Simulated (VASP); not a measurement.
Runs of VASP 6.6.1 on CdS. Symmetry: F-43m, No. 216, cubic system. The conventional cell has a = 5.878 Å, b = 5.878 Å, c = 5.878 Å, α = 90.00°, β = 90.00°, γ = 90.00°. Within 3.4 Å of Cd (site symmetry -43m) lie 4 S at 2.55 Å. S (site symmetry -43m) has 4 Cd at 2.55 Å within 3.4 Å. 

```csv
level,k mesh,cutoff (eV),smearing,grid for exact exchange (PRECFOCK),share of exact exchange,screening parameter,gap on the mesh (eV),pressure (GPa)
PBE-based screened hybrid,4 × 4 × 4,400,gaussian 0.01 eV,Normal,0.2,0.5 1/Å,1.51,0.8
HSE06,4 × 4 × 4,400,methfessel-paxton 0.05 eV,Normal,-,0.2079 1/Å,2.12,(b)
r2SCAN,6 × 6 × 6,550,gaussian 0.001 eV,-,-,-,1.54,0.3
r2SCAN,6 × 6 × 6,550,gaussian 0.5 eV,-,-,-,1.54,0.3
PBE-based screened hybrid,4 × 4 × 4,400,gaussian 0.01 eV,Normal,0.1,0.3 1/Å,(a),1.0
```

Alike in all rows: task single point; potentials or basis VASP PAW PBE potentials, release 64 (Cd, S); no spin polarisation; cell as given.

Estimate the missing entries.

(a) 1.41; (b) 0.2.

Caveats: some runs use coarse meshes; the PAW data sets were made with another functional, which shifts forces and pressure a little.

A k mesh can miss the band edges, and the runs leave out spin-orbit coupling on Cd.
